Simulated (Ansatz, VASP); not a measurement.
# Two plane-wave programs on MnHg

File INCAR:

```
  PREC = Accurate
  ENCUT = 520
  EDIFF = 1E-7
  ISMEAR = 0
  SIGMA = 0.1
  LREAL = F
  LASPH = T
  NELM = 150
  ALGO = Normal
  ISIF = 2
  LWAVE = F
  LCHARG = F
  ISPIN = 2
  MAGMOM = 4 -4 0 0
  LORBIT = 11
  LMAXMIX = 4
  GGA = PS
  NBANDS = 37
```

File KPOINTS:

```
Automatic mesh
0
Gamma
  12 12 6
```

POSCAR

```
MnHg
1.0
    3.5030327844      0.0000000000      3.5030327844
    0.0000000000      3.5030327844      3.5030327844
    0.0000000000      0.0000000000      7.0060655689
Mn Hg
2 2
Direct
    0.5000000000      0.5000000000      0.7500000000
    0.5000000000      0.5000000000      0.2500000000
    0.0000000000      0.0000000000      0.0000000000
    0.0000000000      0.0000000000      0.5000000000
```

Input for Ansatz:

```yaml
crystal:
  lattice:
    - [3.5030327844, 0.0, 3.5030327844]
    - [0.0, 3.5030327844, 3.5030327844]
    - [0.0, 0.0, 7.0060655689]
  atoms:
    - { symbol: Mn, position: [0.5, 0.5, 0.75], spin: 4.0 }
    - { symbol: Hg, position: [0.0, 0.0, 0.0] }
    - { symbol: Mn, position: [0.5, 0.5, 0.25], spin: -4.0 }
    - { symbol: Hg, position: [0.0, 0.0, 0.5] }
basis:
  ecutwfc: 420
kpoints:
  mp_grid: { grid: [12, 12, 6] }
hamiltonian:
  xc: pbesol
scf:
  occupations: { method: gaussian, width: 0.1 }
  lower_state_search: "off"
output:
  forces: true
  stress: true
  eigenvalues: true
  populations: true
magnetization:
  spin_polarized: true
```

Alike in both runs: task single point; functional PBEsol; k mesh 12 × 12 × 6; occupations gaussian, width 0.1 eV; collinear spin.

|  | VASP | Ansatz |
| --- | --- | --- |
| version | VASP 6.6.1 | Ansatz 0.2.0 |
| potentials or method | VASP PAW PBE potentials, release 64 (Mn_pv, Hg), cutoff 520 eV | scalar-relativistic, plane waves, PAW |
| valence electrons in the cell | 50 | 70 |

Ansatz gave:

```
gap on the k mesh at the Fermi level (eV)                     : none
pressure (GPa)                                                : -12.4
net moment per atom (μB)                                      : 0.00
size of the moment on the site where the two differ most (μB) : 4.22
```

Question: What did VASP give for the same quantities?

Answer: gap on the k mesh at the Fermi level (eV): none; pressure (GPa): -12.1; net moment per atom (μB): 0.00; size of the moment on the site where the two differ most (μB): 4.07.

VASP's potentials were made for PBE, not for PBEsol. Site moments also hang on the region over which each program counts them. A gap of «none» marks a metal or a gap that the smearing closes. With one functional, cell and mesh, what is left measures potentials, basis and numerics. VASP's potentials hold 50 valence electrons a cell and Ansatz's 70, so a difference there can come from the potentials and not from the codes.

Neither program's run includes spin-orbit coupling.
